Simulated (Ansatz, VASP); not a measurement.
# One calculation of NbC, two programs

```
Nb C
1.0
     0.00000    2.25892    2.25892
     2.25892    0.00000    2.25892
     2.25892    2.25892    0.00000
Nb C
1 1
Direct
  0.00000 0.00000 0.00000
  0.50000 0.50000 0.50000
```

Alike in both runs: task single point; functional PBE; dispersion D4; k mesh 10 × 10 × 10; occupations gaussian, width 0.05 eV; no spin polarisation.

|  | VASP | Ansatz |
| --- | --- | --- |
| version | VASP 6.6.1 | Ansatz 0.2.0 |
| potentials or method | VASP PAW PBE potentials, release 64 (Nb_sv, C), cutoff 600 eV | scalar-relativistic, plane waves, PAW |
| valence electrons in the cell | 17 | 17 |

```csv
,VASP,Ansatz,Ansatz less VASP
gap on the k mesh at the Fermi level (eV),none,none,-
pressure (GPa),-11.7,-11.2,+0.54
```

A gap of «none» marks a metal or a gap that the smearing closes.
